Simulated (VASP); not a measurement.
Set up this calculation in VASP 6.6.1, as the native input.

| Property | Result |
| --- | --- |
| Task | relaxation of cell and atoms |
| Functional | PBE |
| Potentials or basis | VASP PAW PBE potentials, release 64 (Sn_d, Cl) |
| Cutoff | 600 eV |
| k mesh | 18 × 18 × 10 |
| Occupations | gaussian, width 0.1 eV |
| Spin | no spin polarisation |
| Dipole correction | no |
| Further INCAR settings | ALGO = Normal; EDIFF = 1e-06; IBRION = 2; EDIFFG = -0.01; NSW = 100; ISIF = 3 |

The structure of SnCl lies in POSCAR:

```
SnCl
1.0
    3.4828041591      0.0000000000      0.0000000000
   -1.7414020796      3.0161968782      0.0000000000
    0.0000000000      0.0000000000      5.3117157418
Sn Cl
1 1
Direct
    0.0000000000      0.0000000000      0.0000000000
    0.0000000000      0.0000000000      0.5000000000
```

The cell was generated, and may not be a known phase.

These files were run (other wordings do the same):

INCAR

```
SYSTEM = SnCl
  PREC = Accurate
  ENCUT = 600
  EDIFF = 1E-6
  ISMEAR = 0
  SIGMA = 0.1
  LREAL = .FALSE.
  LASPH = .TRUE.
  NELM = 60
  ALGO = Normal
  ISIF = 3
  LWAVE = .FALSE.
  LCHARG = .FALSE.
  GGA = PE
  IBRION = 2
  NSW = 100
  EDIFFG = -0.01
```

KPOINTS

```
regular mesh
0
G
  18 18 10
  0 0 0
```

Potentials or basis: VASP PAW PBE potentials, release 64 (Sn_d, Cl).

The run is started by

```bash
$ cat potpaw_PBE.64/Sn_d/POTCAR potpaw_PBE.64/Cl/POTCAR > POTCAR
$ mpirun -np 1 vasp_std > vasp.out
```

It gave:

| Quantity | Value |
| --- | --- |
| Relaxed volume | 28.00 Å³/atom |
| Relaxed cell | a = 3.489 Å, b = 3.489 Å, c = 5.312 Å, α = 90.00°, β = 90.00°, γ = 120.00° |
| Space group after relaxing (to 0.1 Å) | P6/mmm (No. 191) |
| Energy gained by relaxing | 0.0 meV/atom |
| Ionic steps | 4 |
| Pressure after relaxing | 0.0 GPa |
| Band gap on the k mesh | zero (an odd number of electrons rules out a gap without spin polarisation) |

Caveat: spin-orbit coupling is left out, which moves the levels of the heavy elements; an odd number of electrons without spin polarisation forces a metal; a magnetic or distorted state may lie lower.

It took 11 min on 1 thread of Intel Xeon 8259CL (shared host), peak memory 0.36 GiB.
